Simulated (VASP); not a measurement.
# Ag (P6_3/mmc) in VASP: further runs

Runs on Ag. Level: r2SCAN. Tasks: single point, relaxation of cell and atoms.

Program: VASP 6.6.1. These are calculated values, not measurements. Logs are shortened: lines on timing, memory, paths and dates and some standing lists are left out, and cuts for length are marked.

### 1 The cell of the first run

Symmetry: P6_3/mmc, No. 194, hexagonal system. The conventional cell has a = 2.846 Å, b = 2.846 Å, c = 4.805 Å, α = 90.00°, β = 90.00°, γ = 120.00°. Within 3.7 Å of Ag (site symmetry -6m2) lie 12 Ag at 2.85 to 2.91 Å.

This isn't the form of Ag at room conditions, which is fcc.

### 2 Single point, r2SCAN (biaxial strain in the a-b plane: -2.0 %)

The input, POSCAR:

```
Ag
1.0
    2.8456021542      0.0000000000      0.0000000000
   -1.4228010771      2.4643637546      0.0000000000
    0.0000000000      0.0000000000      4.8045099900
Ag
2
Direct
    0.3333333333      0.6666666667      0.2500000000
    0.6666666667      0.3333333333      0.7500000000
```

The input, INCAR.step1:

```
ALGO = Normal
EDIFF = 1E-4
ENCUT = 520
GGA = PE
ISMEAR = 0
LASPH = T
LCHARG = F
LREAL = F
LWAVE = T
NBANDS = 18
NELM = 100
PREC = Accurate
SIGMA = 0.1
```

The input, INCAR.step2:

```
ALGO = Normal
EDIFF = 1E-6
ENCUT = 520
ISIF = 2
ISMEAR = 0
ISTART = 1
LASPH = T
LCHARG = T
LELF = T
LMIXTAU = T
LREAL = F
LVHAR = T
LWAVE = F
METAGGA = R2SCAN
NBANDS = 18
NELM = 100
PREC = Accurate
SIGMA = 0.1
```

The input, KPOINTS:

```
k-points
0
Gamma
  24 24 12
```

Potentials or basis: VASP PAW PBE potentials, release 64 (Ag).

The run is started by

```console
> cat potpaw_PBE.64/Ag/POTCAR > POTCAR
> cp INCAR.step1 INCAR
> mpirun -np 1 vasp_std > vasp.out
> cp INCAR.step2 INCAR
> mpirun -np 1 vasp_std > vasp.out
```

OUTCAR:

```text
EDIFF = 1E-6
   ENCUT = 520
   ISIF = 2
   ISMEAR = 0
   ISTART = 1
   LASPH = T
   LREAL = F
   METAGGA = R2SCAN
   NELM = 100
   PREC = Accurate

 ion  position               nearest neighbor table
   1  0.333  0.667  0.250-   2 2.91   2 2.91   2 2.91   2 2.91   2 2.91   2 2.91
   2  0.667  0.333  0.750-   1 2.91   1 2.91   1 2.91   1 2.91   1 2.91   1 2.91

  LATTYP: Found a hexagonal cell.
 ALAT       =     2.8456021542
 C/A-ratio  =     1.6883983528

  Lattice vectors:

 A1 = (   2.8456021542,   0.0000000000,   0.0000000000)
 A2 = (  -1.4228010771,   2.4643637546,   0.0000000000)
 A3 = (   0.0000000000,   0.0000000000,   4.8045099900)

Analysis of symmetry for initial positions (statically):
=====================================================================
 Subroutine PRICEL returns:
 Original cell was already a primitive cell.

 Routine SETGRP: Setting up the symmetry group for a
 hexagonal supercell.

 Subroutine GETGRP returns: Found 24 space group operations
 (whereof 12 operations were pure point group operations)
 out of a pool of 24 trial point group operations.

The static configuration has the point symmetry D_3d.
 The point group associated with its full space group is D_6h.

Analysis of symmetry for dynamics (positions and initial velocities):
=====================================================================
 Subroutine PRICEL returns:
 Original cell was already a primitive cell.

 Routine SETGRP: Setting up the symmetry group for a
 hexagonal supercell.

 Subroutine GETGRP returns: Found 24 space group operations
 (whereof 12 operations were pure point group operations)
 out of a pool of 24 trial point group operations.

The dynamic configuration has the point symmetry D_3d.
 The point group associated with its full space group is D_6h.

 Subroutine INISYM returns: Found 24 space group operations
 (whereof 12 operations are pure point group operations),
 and found     1 'primitive' translations

----------------------------------------------------------------------------------------

                                     Primitive cell

  volume of cell :      33.6921

  direct lattice vectors                    reciprocal lattice vectors
     2.845602154  0.000000000  0.000000000     0.351419470  0.202892125  0.000000000
    -1.422801077  2.464363755  0.000000000     0.000000000  0.405784251  0.000000000
     0.000000000  0.000000000  4.804509990     0.000000000  0.000000000  0.208137771

  length of vectors
     2.845602154  2.845602154  4.804509990     0.405784251  0.405784251  0.208137771

  position of ions in fractional coordinates (direct lattice)
     0.333333333  0.666666667  0.250000000
     0.666666667  0.333333333  0.750000000

  ion indices of the primitive-cell ions
   primitive index   ion index
                 1           1
                 2           2

----------------------------------------------------------------------------------------

 KPOINTS: k-points

Automatic generation of k-mesh.
 Grid dimensions read from file:
 generate k-points for:   24   24   12

 Generating k-lattice:

  Cartesian coordinates                     Fractional coordinates (reciprocal lattice)
     0.014642478  0.008453839  0.000000000     0.041666667 -0.000000000  0.000000000
     0.000000000  0.016907677  0.000000000     0.000000000  0.041666667  0.000000000
     0.000000000  0.000000000  0.017344814     0.000000000  0.000000000  0.083333333

  Length of vectors
     0.016907677  0.016907677  0.017344814

  Shift w.r.t. Gamma in fractional coordinates (k-lattice)
     0.000000000  0.000000000  0.000000000

 Subroutine IBZKPT returns following result:
 ===========================================

 Found    427 irreducible k-points:

 Following reciprocal coordinates:
            Coordinates               Weight
  0.000000  0.000000  0.000000      1.000000
  0.041667  0.000000  0.000000      6.000000
  0.083333  0.000000  0.000000      6.000000
  0.125000  0.000000  0.000000      6.000000
  0.166667  0.000000  0.000000      6.000000
  0.208333  0.000000  0.000000      6.000000
[... 16 lines left out ...]
  0.416667  0.041667  0.000000     12.000000
  0.458333  0.041667  0.000000     12.000000
 [... further k-points ...]
   k-points           NKPTS =    427   k-points in BZ     NKDIM =    427   number of bands    NBANDS=     18
   number of dos      NEDOS =    301   number of ions     NIONS =      2
   total plane-waves  NPLWV =  20736
   dimension x,y,z NGX =    24 NGY =   24 NGZ =   36
   dimension x,y,z NGXF=    48 NGYF=   48 NGZF=   72
   ions per type =               2
   NGX,Y,Z   is equivalent  to a cutoff of  14.02, 14.02, 12.46 a.u.
   NGXF,Y,Z  is equivalent  to a cutoff of  28.04, 28.04, 24.91 a.u.
 SYSTEM =  unknown system
   PREC   = accura    normal or accurate (medium, high low for compatibility)
   ISTART =      1    job   : 0-new  1-cont  2-samecut
   ICHARG =      0    charge: 1-file 2-atom 10-const
   ISPIN  =      1    spin polarized calculation?
   LNONCOLLINEAR =      F non collinear calculations
   LSORBIT =      F    spin-orbit coupling
   LASPH  =      T    aspherical Exc in radial PAW
   ENCUT  =  520.0 eV  38.22 Ry    6.18 a.u.   5.29  5.29  8.93*2*pi/ulx,y,z
   NELM   =    100;   NELMIN=  2; NELMDL=  0     # of ELM steps
   EDIFF  = 0.1E-05   stopping-criterion for ELM
   LREAL  =      F    real-space projection
   EDIFFG = 0.1E-04   stopping-criterion for IOM
   NSW    =      0    number of steps for IOM
   IBRION =     -1    ionic relax: 0-MD 1-quasi-New 2-CG
   NFREE  =      0    steps in history (QN), initial steepest desc. (CG)
   ISIF   =      2    stress and relaxation
   ISYM   =      2    0-nonsym 1-usesym 2-fastsym
   POTIM  = 0.5000    time-step for ionic-motion
   TEBEG  =    0.0;   TEEND  =   0.0 temperature during run
   PSTRESS=    0.0 pullay stress
   NELECT =      22.0000    total number of electrons
   NUPDOWN=      -1.0000    fix difference up-down
   EMIN   =  10.00;   EMAX   =-10.00  energy-range for DOS
   EFERMI =   0.00;   METHOD = LEGACY
   ISMEAR =     0;   SIGMA  =   0.10  broadening in eV -4-tet -1-fermi 0-gaus
   EFERMI_NEDOS =   21; number of points for ismear=-14 and -15
   IALGO  =     38    algorithm
   IMIX   =      4    mixing-type and parameters
     AMIX     =   0.40;   BMIX     =  1.00
     AMIX_MAG =   1.60;   BMIX_MAG =  1.00
  volume/ion in A,a.u.               =      16.85       113.68
  Fermi-wavevector in a.u.,A,eV,Ry     =   1.420277  2.683934 27.445489  2.017186
  Thomas-Fermi vector in A             =   2.541209
   LORBIT       =      0    0 simple, 1 ext, 2 COOP (PROOUT), +10 PAW based schemes
   METAGGA = R2SCAN    functional components
   LHFCALC =     F    Hartree Fock is set to
   AEXX    =    0.0000 exact exchange contribution
   IVDW    =     0    specifies the selected vdW correction
   LEPSILON=     F    determine dielectric tensor
   LRPA    =     F    only Hartree local field effects (RPA)
 non-spin polarized calculation
 Gauss-broadening in eV      SIGMA  =   0.10
  energy-cutoff  :      520.00
  volume of cell :       33.69
 maximum number of plane-waves:       922
 NGX is ok and might be reduce to    24
   NGX = 11   NGY = 11   NGZ = 17

 number of electron      21.9999991 magnetization

 Free energy of the ion-electron system (eV)
  ---------------------------------------------------
  ext. energy  EPLUGINS =         0.00000000
  ---------------------------------------------------
  free energy    TOTEN  =       -42.69261043 eV

  energy without entropy =      -42.68992735  energy(sigma->0) =      -42.69126889

 E-fermi :   8.6648     XC(G=0): -13.0498

 val. band max:        8.6416919534   @ k =   0.1667   0.1250   0.2500
 cond. band min:       8.6661454402   @ k =   0.2083   0.2083   0.4167
 fundamental gap:      0.0244534868
 Fermi energy:         8.6648048435

 k-point     1 :       0.0000    0.0000    0.0000
  band No.  band energies     occupation
      1       0.5479      2.00000
      2       1.7592      2.00000
      3       3.2646      2.00000
      4       3.4946      2.00000
      5       3.4946      2.00000
      6       3.7136      2.00000
[... 10 lines left out ...]
     17      28.3350      0.00000
     18      28.3350      0.00000

 k-point     2 :       0.0417    0.0000    0.0000
  band No.  band energies     occupation
      1       0.6002      2.00000
      2       1.7913      2.00000
      3       3.2552      2.00000
      4       3.5021      2.00000
      5       3.5228      2.00000
      6       3.7011      2.00000
[... 10 lines left out ...]
     17      27.8517      0.00000
     18      28.2105      0.00000

 k-point     3 :       0.0833    0.0000    0.0000
  band No.  band energies     occupation
      1       0.7543      2.00000
      2       1.8828      2.00000
      3       3.2203      2.00000
      4       3.5317      2.00000
      5       3.6061      2.00000
      6       3.6719      2.00000
[... 10 lines left out ...]
     17      26.9239      0.00000
     18      28.3531      0.00000

 k-point     4 :       0.1250    0.0000    0.0000
  band No.  band energies     occupation
      1       1.0010      2.00000
      2       2.0174      2.00000
      3       3.1616      2.00000
      4       3.5496      2.00000
      5       3.6857      2.00000
      6       3.7411      2.00000
[... 375 lines left out ...]
      4       3.5614      2.00000
      5       3.7598      2.00000
      6       3.8081      2.00000
[... 10 lines left out ...]
     17      20.8708      0.00000
     18      25.4728      0.00000

 k-point    23 :       0.4167    0.0417    0.0000
  band No.  band energies     occupation
      1       1.8545      2.00000
      2       2.2201      2.00000
      3       2.2529      2.00000
      4       3.5315      2.00000
      5       3.7031      2.00000
      6       3.8824      2.00000
[... 10 lines left out ...]
     17      20.1273      0.00000
     18      25.2421      0.00000

 k-point    24 :       0.4583    0.0417    0.0000
  band No.  band energies     occupation
      1       1.8203      2.00000
      2       2.2007      2.00000
      3       2.2012      2.00000
      4       3.5173      2.00000
      5       3.6730      2.00000
      6       3.9215      2.00000
[... 10 lines left out ...]
     17      19.9457      0.00000
     18      25.1252      0.00000

 [... further k-points ...]

------------------------ aborting loop because EDIFF is reached ----------------------------------------

  FORCE on cell =-STRESS in cart. coord.  units (eV):
  Direction    XX          YY          ZZ          XY          YZ          ZX
  --------------------------------------------------------------------------------------
  -------------------------------------------------------------------------------------
  Total        0.9393863      0.9393863      0.2605630      0.0000000     -0.0000000      0.0000000
  in kB       44.6711064     44.6711064     12.3906823      0.0000000     -0.0000000      0.0000000
  external PRESSURE =      33.9109651 kB  Pullay stress =       0.0000000 kB

 VOLUME and BASIS-vectors are now :
 -----------------------------------------------------------------------------
  energy-cutoff  :      520.00
  volume of cell :       33.69
      direct lattice vectors                 reciprocal lattice vectors
     2.845602154  0.000000000  0.000000000     0.351419470  0.202892125  0.000000000
    -1.422801077  2.464363755  0.000000000     0.000000000  0.405784251  0.000000000
     0.000000000  0.000000000  4.804509990     0.000000000  0.000000000  0.208137771

 POSITION                                       TOTAL-FORCE (eV/Angst)
 -----------------------------------------------------------------------------------
     -0.00000      1.64291      1.20113        -0.000000      0.000000      0.000000
      1.42280      0.82145      3.60338         0.000000     -0.000000      0.000000
 -----------------------------------------------------------------------------------
    total drift:                               -0.000000      0.000000     -0.000000

  FREE ENERGIE OF THE ION-ELECTRON SYSTEM (eV)
  ---------------------------------------------------
  free  energy   TOTEN  =       -42.6926104257 eV

  energy  without entropy=      -42.6899273546  energy(sigma->0) =      -42.69126889
```

Run time: 14 min. Hardware: 1 thread of Intel Xeon 8259CL, shared host; peak memory 0.33 GiB.

What came out:

```yaml
Free_energy: -42.6926 eV
Pressure: 3.4 GPa
Band_gap_on_the_k_mesh: zero (bands 11 and 12 overlap by 8.20 eV)
```

Caveat: the cell differs from its parent crystal (biaxial strain in the a-b plane: -2.0 %); the cell stands under pressure; the PAW data sets were made with another functional, which shifts forces and pressure a little.

### 3 Single point, r2SCAN (biaxial strain in the a-b plane: -2.0 %, then relaxed in part)

Changes to POSCAR since step 2:

```diff
@@ -4,3 +4,3 @@
    -1.4228010771      2.4643637546      0.0000000000
-    0.0000000000      0.0000000000      4.8045099900
+    0.0000000000      0.0000000000      4.8352470207
 Ag
```

The input, INCAR.step1:

```
  ALGO = Normal
  EDIFF = 1E-4
  ENCUT = 520
  GGA = PE
  ISMEAR = 0
  LASPH = T
  LCHARG = F
  LREAL = F
  LWAVE = T
  NBANDS = 18
  NELM = 100
  PREC = Accurate
  SIGMA = 0.1
```

The input, INCAR.step2:

```
  ALGO = Normal
  EDIFF = 1E-6
  ENCUT = 520
  ISIF = 2
  ISMEAR = 0
  ISTART = 1
  LASPH = T
  LCHARG = T
  LELF = T
  LMIXTAU = T
  LREAL = F
  LVHAR = T
  LWAVE = F
  METAGGA = R2SCAN
  NBANDS = 18
  NELM = 100
  PREC = Accurate
  SIGMA = 0.1
```

KPOINTS is that of step 2.

Potentials or basis: VASP PAW PBE potentials, release 64 (Ag).

The run is started by

```console
> cat potpaw_PBE.64/Ag/POTCAR > POTCAR
> cp INCAR.step1 INCAR
> mpirun -np 1 vasp_std > vasp.out
> cp INCAR.step2 INCAR
> mpirun -np 1 vasp_std > vasp.out
```

OUTCAR:

```text
EDIFF = 1E-6
   ENCUT = 520
   ISIF = 2
   ISMEAR = 0
   ISTART = 1
   LASPH = T
   LREAL = F
   METAGGA = R2SCAN
   NELM = 100
   PREC = Accurate

 ion  position               nearest neighbor table
   1  0.333  0.667  0.250-   2 2.92   2 2.92   2 2.92   2 2.92   2 2.92   2 2.92
   2  0.667  0.333  0.750-   1 2.92   1 2.92   1 2.92   1 2.92   1 2.92   1 2.92

  LATTYP: Found a hexagonal cell.
 ALAT       =     2.8456021542
 C/A-ratio  =     1.6991999439

  Lattice vectors:

 A1 = (   2.8456021542,   0.0000000000,   0.0000000000)
 A2 = (  -1.4228010771,   2.4643637546,   0.0000000000)
 A3 = (   0.0000000000,   0.0000000000,   4.8352470207)

Analysis of symmetry for initial positions (statically):
=====================================================================
 Subroutine PRICEL returns:
 Original cell was already a primitive cell.

 Routine SETGRP: Setting up the symmetry group for a
 hexagonal supercell.

 Subroutine GETGRP returns: Found 24 space group operations
 (whereof 12 operations were pure point group operations)
 out of a pool of 24 trial point group operations.

[... 162 lines left out ...]

  energy without entropy =      -42.69105313  energy(sigma->0) =      -42.69232248

 E-fermi :   8.5724     XC(G=0): -13.0045

 val. band max:        8.5671807607   @ k =   0.2083   0.2083   0.4167
 cond. band min:       8.5757758453   @ k =   0.2500   0.1667   0.4167
 fundamental gap:      0.0085950846
 Fermi energy:         8.5724429394

 k-point     1 :       0.0000    0.0000    0.0000
  band No.  band energies     occupation
      1       0.5082      2.00000
      2       1.7048      2.00000
      3       3.1743      2.00000
      4       3.4267      2.00000
      5       3.4267      2.00000
      6       3.6374      2.00000
[... 481 lines left out ...]
      5       3.5909      2.00000
      6       3.8448      2.00000
[... 10 lines left out ...]
     17      19.8985      0.00000
     18      25.0254      0.00000

 [... further k-points ...]

------------------------ aborting loop because EDIFF is reached ----------------------------------------

  FORCE on cell =-STRESS in cart. coord.  units (eV):
  Direction    XX          YY          ZZ          XY          YZ          ZX
  --------------------------------------------------------------------------------------
  -------------------------------------------------------------------------------------
  Total        0.8428280      0.8428280      0.0265620      0.0000000      0.0000000      0.0000000
  in kB       39.8246404     39.8246404      1.2550864      0.0000000      0.0000000      0.0000000
  external PRESSURE =      26.9681224 kB  Pullay stress =       0.0000000 kB

 VOLUME and BASIS-vectors are now :
 -----------------------------------------------------------------------------
  energy-cutoff  :      520.00
  volume of cell :       33.91
      direct lattice vectors                 reciprocal lattice vectors
     2.845602154  0.000000000  0.000000000     0.351419470  0.202892125  0.000000000
    -1.422801077  2.464363755  0.000000000     0.000000000  0.405784251  0.000000000
     0.000000000  0.000000000  4.835247021     0.000000000  0.000000000  0.206814666

 POSITION                                       TOTAL-FORCE (eV/Angst)
 -----------------------------------------------------------------------------------
     -0.00000      1.64291      1.20881         0.000000      0.000000      0.000000
      1.42280      0.82145      3.62644        -0.000000      0.000000      0.000000
 -----------------------------------------------------------------------------------
    total drift:                                0.000000     -0.000000      0.000000

  FREE ENERGIE OF THE ION-ELECTRON SYSTEM (eV)
  ---------------------------------------------------
  free  energy   TOTEN  =       -42.6935918242 eV

  energy  without entropy=      -42.6910531270  energy(sigma->0) =      -42.69232248
```

OSZICAR.step1:

```text
N       E                     dE             d eps       ncg     rms          rms(c)
DAV:   1     0.126509314909E+03    0.12651E+03   -0.11847E+04 15412   0.122E+03
DAV:   2    -0.382423787001E+01   -0.13033E+03   -0.12379E+03 15910   0.271E+02
DAV:   3    -0.589374464167E+01   -0.20695E+01   -0.20623E+01 17674   0.384E+01
DAV:   4    -0.589998217508E+01   -0.62375E-02   -0.62370E-02 16896   0.206E+00
DAV:   5    -0.590003241137E+01   -0.50236E-04   -0.50235E-04 16766   0.198E-01    0.754E+00
DAV:   6    -0.541348997575E+01    0.48654E+00   -0.11593E+00 15876   0.117E+01    0.487E+00
DAV:   7    -0.539624994447E+01    0.17240E-01   -0.17054E-02 16512   0.127E+00    0.267E+00
DAV:   8    -0.539056717479E+01    0.56828E-02   -0.12598E-03 15984   0.271E-01    0.126E-01
DAV:   9    -0.539057838948E+01   -0.11215E-04   -0.12986E-05  9292   0.283E-02
   1 F= -.53905784E+01 E0= -.53891847E+01  d E =-.278738E-02
```

Run time: 14 min. Hardware: 1 thread of Intel Xeon 8259CL, shared host; peak memory 0.34 GiB.

Results:

```yaml
Free_energy: -42.6936 eV
Pressure: 2.7 GPa
Band_gap_on_the_k_mesh: zero (bands 11 and 12 overlap by 8.21 eV)
```

Levels at points of the mesh, in eV from the Fermi level:
| k point | band 9 | band 10 | band 11 | band 12 | band 13 | band 14 |
| --- | --- | --- | --- | --- | --- | --- |
| (0.00, 0.00, 0.00) | -4.39 | -3.49 | -3.49 | -0.70 | 3.12 | 16.57 |
| (0.50, 0.00, 0.00) | -3.24 | -3.13 | 0.18 | 1.72 | 6.95 | 7.22 |
| (0.00, 0.00, 0.50) | -3.80 | -3.80 | -3.80 | -3.80 | 10.67 | 10.67 |
| (0.50, 0.00, 0.50) | -3.18 | -3.18 | 0.83 | 0.83 | 4.83 | 4.83 |

Caveat: the cell differs from its parent crystal (biaxial strain in the a-b plane: -2.0 %, then relaxed in part); the PAW data sets were made with another functional, which shifts forces and pressure a little.

(Continued in part 2 of 2.)

The gap in the log of VASP goes by the Fermi energy; the results here count the filled bands.